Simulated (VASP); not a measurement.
Here is a VASP 6.6.1 calculation.

Contents of INCAR:

```
ALGO = Normal ; EDIFF = 1E-7
EDIFFG = -0.02 ; ENCUT = 500
GGA = PS ; GGA_COMPAT = False
IBRION = 2 ; ISIF = 3
ISMEAR = -1 ; LASPH = True
LCHARG = False ; LREAL = False
LWAVE = False ; NELM = 120
NELMIN = 4 ; NSW = 80
PREC = Accurate ; SIGMA = 0.05
```

KPOINTS

```
k-points
0
Gamma
  7 7 7
```

The input POSCAR:

```
AgB2
1.0
    0.0000000000      2.5700000000      2.5700000000
    2.5700000000      0.0000000000      2.5700000000
    2.5700000000      2.5700000000      0.0000000000
Ag B
1 2
Direct
    0.0000000000      0.0000000000      0.0000000000
    0.2500000000      0.2500000000      0.2500000000
    0.7500000000      0.7500000000      0.7500000000
```

Potentials or basis: VASP PAW PBE potentials, release 64 (Ag, B).

Launch:

```console
$ cat potpaw_PBE.64/Ag/POTCAR potpaw_PBE.64/B/POTCAR > POTCAR
$ mpirun -np 1 vasp_std > vasp.out
```

**Question.** Estimate the relaxed volume.

**Answer.** 11.08 Å³/atom.

**Question.** Predict the band gap on the k mesh.

**Answer.** Zero (an odd number of electrons rules out a gap without spin polarisation).

**Question.** What does it give for the relaxed cell?

**Answer.** a = 3.609 Å, b = 3.609 Å, c = 3.609 Å, α = 60.00°, β = 60.00°, γ = 60.00°.

**Question.** Predict the space group after relaxing (to 0.1 Å).

**Answer.** Fm-3m (No. 225).

Final structure:
```xyz
3
Lattice="0.0000 2.5521 2.5521 2.5521 0.0000 2.5521 2.5521 2.5521 0.0000" Properties=species:S:1:pos:R:3 pbc="T T T"
Ag    0.0000    0.0000    0.0000
B     1.2760    1.2760    1.2760
B     3.8281    3.8281    3.8281
```

Caveat: the PAW data sets were made with another functional, which shifts forces and pressure a little.
